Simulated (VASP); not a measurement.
# Se (R-3m) in VASP: single point with PBEsol

Aim: the single point of Se with PBEsol.

Program: VASP 6.6.1. These are calculated values, not measurements. Logs are shortened: lines on timing, memory, paths and dates and some standing lists are left out, and cuts for length are marked.

### Step 1. The cell of the first run

The structure is trigonal, space group R-3m (No. 166). Conventional cell: a = 3.932 Å, b = 3.932 Å, c = 2.647 Å, α = 90.00°, β = 90.00°, γ = 120.00°. Se (site symmetry -3m) has 14 Se at 2.44 to 2.88 Å within 3.2 Å.

### Step 2. Single point, PBEsol

INCAR reads:

```
PREC = Accurate
ENCUT = 520
EDIFF = 1E-7
ISMEAR = -1
SIGMA = 0.1
LREAL = False
LASPH = True
NELM = 100
ALGO = Normal
ISIF = 2
LWAVE = False
LCHARG = False
GGA = PS
NBANDS = 9
```

KPOINTS reads:

```
Automatic mesh
0
Gamma
  21 21 21
```

POSCAR reads:

```
Se
1.0
    1.9660972418      1.1351267718      0.8821669284
   -1.9660972418      1.1351267718      0.8821669284
    0.0000000000     -2.2702535436      0.8821669284
Se
1
Direct
    0.0000000000      0.0000000000      0.0000000000
```

Potentials or basis: VASP PAW PBE potentials, release 64 (Se).

Run with:

```sh
$ cat potpaw_PBE.64/Se/POTCAR > POTCAR
$ mpirun -np 1 vasp_std > vasp.out
```

OUTCAR:

```text
PREC = Accurate
   ENCUT = 520
   EDIFF = 1E-7
   ISMEAR = -1
   LREAL = False
   LASPH = True
   NELM = 100
   ISIF = 2
   GGA = PS

 ion  position               nearest neighbor table
   1  0.000  0.000  0.000-

  LATTYP: Found a trigonal (rhomboedric) cell.
 ALAT       =     2.4356251029
 COS(alpha) =    -0.3032240938

  Lattice vectors:

 A1 = (   1.9660972418,   1.1351267718,   0.8821669284)
 A2 = (  -1.9660972418,   1.1351267718,   0.8821669284)
 A3 = (   0.0000000000,  -2.2702535436,   0.8821669284)

Analysis of symmetry for initial positions (statically):
=====================================================================
 Subroutine PRICEL returns:
 Original cell was already a primitive cell.

 Routine SETGRP: Setting up the symmetry group for a
 trigonal (rhombohedral) supercell.

 Subroutine GETGRP returns: Found 12 space group operations
 (whereof 12 operations were pure point group operations)
 out of a pool of 12 trial point group operations.

The static configuration has the point symmetry D_3d.

Analysis of symmetry for dynamics (positions and initial velocities):
=====================================================================
 Subroutine PRICEL returns:
 Original cell was already a primitive cell.

 Routine SETGRP: Setting up the symmetry group for a
 trigonal (rhombohedral) supercell.

 Subroutine GETGRP returns: Found 12 space group operations
 (whereof 12 operations were pure point group operations)
 out of a pool of 12 trial point group operations.

The dynamic configuration has the point symmetry D_3d.

 Subroutine INISYM returns: Found 12 space group operations
 (whereof 12 operations are pure point group operations),
 and found     1 'primitive' translations

----------------------------------------------------------------------------------------

                                     Primitive cell

  volume of cell :      11.8128

  direct lattice vectors                    reciprocal lattice vectors
     1.966097242  1.135126772  0.882166928     0.254310921  0.146826479  0.377857436
    -1.966097242  1.135126772  0.882166928    -0.254310921  0.146826479  0.377857436
     0.000000000 -2.270253544  0.882166928     0.000000000 -0.293652957  0.377857436

  length of vectors
     2.435625103  2.435625103  2.435625103     0.478548118  0.478548118  0.478548118

  position of ions in fractional coordinates (direct lattice)
     0.000000000  0.000000000  0.000000000

  ion indices of the primitive-cell ions
   primitive index   ion index
                 1           1

----------------------------------------------------------------------------------------

 KPOINTS: Automatic mesh

Automatic generation of k-mesh.
 Grid dimensions read from file:
 generate k-points for:   21   21   21

 Generating k-lattice:

  Cartesian coordinates                     Fractional coordinates (reciprocal lattice)
     0.012110044  0.006991737  0.017993211     0.047619048  0.000000000  0.000000000
    -0.012110044  0.006991737  0.017993211     0.000000000  0.047619048  0.000000000
     0.000000000 -0.013983474  0.017993211     0.000000000  0.000000000  0.047619048

  Length of vectors
     0.022788006  0.022788006  0.022788006

  Shift w.r.t. Gamma in fractional coordinates (k-lattice)
     0.000000000  0.000000000  0.000000000

 Subroutine IBZKPT returns following result:
 ===========================================

 Found    891 irreducible k-points:

 Following reciprocal coordinates:
            Coordinates               Weight
  0.000000  0.000000  0.000000      1.000000
  0.047619 -0.000000  0.000000      6.000000
  0.095238  0.000000  0.000000      6.000000
  0.142857 -0.000000 -0.000000      6.000000
  0.190476  0.000000  0.000000      6.000000
  0.238095 -0.000000 -0.000000      6.000000
[... 16 lines left out ...]
 -0.428571  0.047619  0.000000     12.000000
 -0.380952  0.047619  0.000000     12.000000
 [... further k-points ...]
   k-points           NKPTS =    891   k-points in BZ     NKDIM =    891   number of bands    NBANDS=      9
   number of dos      NEDOS =    301   number of ions     NIONS =      1
   total plane-waves  NPLWV =   5832
   dimension x,y,z NGX =    18 NGY =   18 NGZ =   18
   dimension x,y,z NGXF=    36 NGYF=   36 NGZF=   36
   ions per type =               1
   NGX,Y,Z   is equivalent  to a cutoff of  12.29, 12.29, 12.29 a.u.
   NGXF,Y,Z  is equivalent  to a cutoff of  24.57, 24.57, 24.57 a.u.
 SYSTEM =  unknown system
   PREC   = accura    normal or accurate (medium, high low for compatibility)
   ISTART =      0    job   : 0-new  1-cont  2-samecut
   ICHARG =      2    charge: 1-file 2-atom 10-const
   ISPIN  =      1    spin polarized calculation?
   LNONCOLLINEAR =      F non collinear calculations
   LSORBIT =      F    spin-orbit coupling
   LASPH  =      T    aspherical Exc in radial PAW
   ENCUT  =  520.0 eV  38.22 Ry    6.18 a.u.   4.53  4.53  4.53*2*pi/ulx,y,z
   NELM   =    100;   NELMIN=  2; NELMDL= -5     # of ELM steps
   EDIFF  = 0.1E-06   stopping-criterion for ELM
   LREAL  =      F    real-space projection
   EDIFFG = 0.1E-05   stopping-criterion for IOM
   NSW    =      0    number of steps for IOM
   IBRION =     -1    ionic relax: 0-MD 1-quasi-New 2-CG
   NFREE  =      0    steps in history (QN), initial steepest desc. (CG)
   ISIF   =      2    stress and relaxation
   ISYM   =      2    0-nonsym 1-usesym 2-fastsym
   POTIM  = 0.5000    time-step for ionic-motion
   TEBEG  =    0.0;   TEEND  =   0.0 temperature during run
   PSTRESS=    0.0 pullay stress
   NELECT =       6.0000    total number of electrons
   NUPDOWN=      -1.0000    fix difference up-down
   EMIN   =  10.00;   EMAX   =-10.00  energy-range for DOS
   EFERMI =   0.00;   METHOD = LEGACY
   ISMEAR =    -1;   SIGMA  =   0.10  broadening in eV -4-tet -1-fermi 0-gaus
   EFERMI_NEDOS =   21; number of points for ismear=-14 and -15
   IALGO  =     38    algorithm
   IMIX   =      4    mixing-type and parameters
     AMIX     =   0.40;   BMIX     =  1.00
     AMIX_MAG =   1.60;   BMIX_MAG =  1.00
  volume/ion in A,a.u.               =      11.81        79.72
  Fermi-wavevector in a.u.,A,eV,Ry     =   1.306195  2.468351 23.213528  1.706146
  Thomas-Fermi vector in A             =   2.437014
   LORBIT       =      0    0 simple, 1 ext, 2 COOP (PROOUT), +10 PAW based schemes
   GGA     = PS    functional components
   LHFCALC =     F    Hartree Fock is set to
   AEXX    =    0.0000 exact exchange contribution
   IVDW    =     0    specifies the selected vdW correction
   LEPSILON=     F    determine dielectric tensor
   LRPA    =     F    only Hartree local field effects (RPA)
 non-spin polarized calculation
  energy-cutoff  :      520.00
  volume of cell :       11.81
 maximum number of plane-waves:       339
   NGX =  9   NGY =  9   NGZ =  9

 number of electron       6.0000002 magnetization

 Free energy of the ion-electron system (eV)
  ---------------------------------------------------
  ext. energy  EPLUGINS =         0.00000000
  ---------------------------------------------------
  free energy    TOTEN  =        -1.51574828 eV

  energy without entropy =       -1.50391577  energy(sigma->0) =       -1.50983203

 E-fermi :  13.9523     XC(G=0): -13.2945

 val. band max:       13.9499461897   @ k =  -0.2857  -0.3333   0.2381
 cond. band min:      13.9603831139   @ k =   0.1905   0.0952   0.0476
 fundamental gap:      0.0104369242
 Fermi energy:        13.9522630578

 k-point     1 :       0.0000    0.0000    0.0000
  band No.  band energies     occupation
      1      -9.0500      2.00000
      2      19.3464      0.00000
      3      21.2710      0.00000
      4      21.2710      0.00000
      5      26.5585      0.00000
      6      26.5585      0.00000
      7      28.4829      0.00000
      8      32.1175      0.00000
      9      32.1180      0.00000

 k-point     2 :       0.0476   -0.0000    0.0000
  band No.  band energies     occupation
      1      -8.9735      2.00000
      2      18.8952      0.00000
      3      20.6410      0.00000
      4      21.1611      0.00000
      5      26.4177      0.00000
      6      26.9739      0.00000
      7      28.6071      0.00000
      8      31.3255      0.00000
      9      31.7617      0.00000

 k-point     3 :       0.0952    0.0000    0.0000
  band No.  band energies     occupation
      1      -8.7443      2.00000
      2      17.4334      0.00000
      3      19.6404      0.00000
      4      20.8617      0.00000
      5      25.9993      0.00000
      6      27.1009      0.00000
      7      29.2593      0.00000
      8      31.2080      0.00000
      9      31.3701      0.00000

 k-point     4 :       0.1429   -0.0000   -0.0000
  band No.  band energies     occupation
      1      -8.3629      2.00000
      2      15.3199      0.00000
      3      18.7809      0.00000
      4      20.4416      0.00000
      5      25.3551      0.00000
      6      26.4276      0.00000
      7      30.6067      0.00000
      8      31.0480      0.00000
      9      31.9764      0.00000
[... 205 lines left out ...]
 k-point    22 :      -0.4762    0.0476    0.0000
  band No.  band energies     occupation
      1      -2.4766      2.00000
      2       1.9816      2.00000
      3      14.9538      0.00009
      4      17.7295      0.00000
      5      22.1485      0.00000
      6      23.3073      0.00000
      7      35.2686      0.00000
      8      38.3669      0.00000
      9      38.8527      0.00000

 k-point    23 :      -0.4286    0.0476    0.0000
  band No.  band energies     occupation
      1      -3.5637      2.00000
      2       3.4807      2.00000
      3      15.2601      0.00000
      4      17.9950      0.00000
      5      22.2626      0.00000
      6      23.3703      0.00000
      7      34.1425      0.00000
      8      37.7004      0.00000
      9      39.1260      0.00000

 k-point    24 :      -0.3810    0.0476    0.0000
  band No.  band energies     occupation
      1      -4.6896      2.00000
      2       5.3053      2.00000
      3      15.7016      0.00000
      4      18.3561      0.00000
      5      22.5220      0.00000
      6      23.5655      0.00000
      7      33.0620      0.00000
      8      36.5424      0.00000
      9      37.9635      0.00000

 [... further k-points ...]

------------------------ aborting loop because EDIFF is reached ----------------------------------------

  FORCE on cell =-STRESS in cart. coord.  units (eV):
  Direction    XX          YY          ZZ          XY          YZ          ZX
  --------------------------------------------------------------------------------------
  -------------------------------------------------------------------------------------
  Total        9.3807051      9.3807051      9.3524886      0.0000000      0.0000000     -0.0000000
  in kB     1272.3151094   1272.3151093   1268.4880735      0.0000000      0.0000000     -0.0000000
  external PRESSURE =    1271.0394307 kB  Pullay stress =       0.0000000 kB

 VOLUME and BASIS-vectors are now :
 -----------------------------------------------------------------------------
  energy-cutoff  :      520.00
  volume of cell :       11.81
      direct lattice vectors                 reciprocal lattice vectors
     1.966097242  1.135126772  0.882166928     0.254310921  0.146826479  0.377857436
    -1.966097242  1.135126772  0.882166928    -0.254310921  0.146826479  0.377857436
     0.000000000 -2.270253544  0.882166928     0.000000000 -0.293652957  0.377857436

 POSITION                                       TOTAL-FORCE (eV/Angst)
 -----------------------------------------------------------------------------------
      0.00000      0.00000      0.00000        -0.000000      0.000000      0.000000
 -----------------------------------------------------------------------------------
    total drift:                               -0.000000      0.000000     -0.000000

  FREE ENERGIE OF THE ION-ELECTRON SYSTEM (eV)
  ---------------------------------------------------
  free  energy   TOTEN  =        -1.5157482832 eV

  energy  without entropy=       -1.5039157723  energy(sigma->0) =       -1.50983203
```

Wall time 26 s (1 thread of Intel Xeon 6975P-C (Granite Rapids), shared host); peak memory 0.2 GiB.

Results:

* Free energy: -1.5157 eV
* Pressure: 127.1 GPa
* Band gap on the k mesh: zero (band 3 reaches 21.27 eV, above the bottom of band 4 at 6.78 eV)

Caveat: the PAW data sets were made with another functional, which shifts forces and pressure a little.
